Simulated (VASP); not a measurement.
ZnSnP2: single point with PBE

The system is ZnSnP2.

```
Sn Zn P
1.0
     0.00000    5.61876    0.00000
     5.61876    0.00000    0.00000
     2.80938    2.80938   -5.53644
Sn Zn P
2 2 4
Direct
  0.50000 0.50000 0.00000
  0.25000 0.75000 0.50000
  0.00000 0.00000 0.00000
  0.75000 0.25000 0.50000
  0.37500 0.35087 0.75000
  0.64913 0.12500 0.25000
  0.87500 0.89913 0.75000
  0.10087 0.62500 0.25000
```

```json
{"Program": "VASP 6.6.1", "Task": "single point", "Functional": "PBE", "Potentials or basis": "VASP PAW PBE potentials, release 64 (Sn_d, Zn, P)", "Cutoff": "500 eV", "k mesh": "6 × 6 × 6", "Occupations": "fermi-dirac, width 0.1 eV", "Spin": "no spin polarisation", "Dipole correction": "no", "Further INCAR settings": "ALGO = Normal; EDIFF = 1e-06; NBANDS = 46"}
```

```
Pressure               : 4.6 GPa
Largest force          : 0.029 eV/Å
Band gap on the k mesh : 0.95 eV
```

Forces in eV/Å, atoms in the order of the input:
```
Sn   0.000  0.000  0.000
Sn   0.000  0.000  0.000
Zn   0.000  0.000  0.000
Zn   0.000  0.000  0.000
P    0.029  0.000  0.000
P    0.000 -0.029  0.000
P   -0.029  0.000  0.000
P    0.000  0.029  0.000
```

Stress tensor (GPa, compression positive):
```
4.29 0.00 0.00
0.00 4.29 0.00
0.00 0.00 5.25
```

Levels at points of the mesh, in eV from the valence-band top:
```
           k point  band 33  band 34  band 35  band 36  band 37  band 38  band 39  band 40
(0.00, 0.00, 0.00)    -2.76    -0.08    -0.08     0.00     0.95     1.20     1.44     3.33
(0.50, 0.00, 0.00)    -2.37    -2.01    -1.58    -1.06     2.56     2.63     2.77     3.65
(0.50, 0.50, 0.00)    -1.25    -1.25    -0.90    -0.90     1.13     1.13     2.75     2.75
(0.00, 0.00, 0.50)    -1.87    -1.87    -1.56    -1.56     1.29     1.29     1.31     1.31
```

Wall time 4 min on 1 thread of Oxide Virtual Turin-like Processor (shared host), peak memory 0.36 GiB.

Caveat: the cell stands under pressure; spin-orbit coupling is left out, which moves the levels of the heavy elements. A k mesh can miss the band edges.
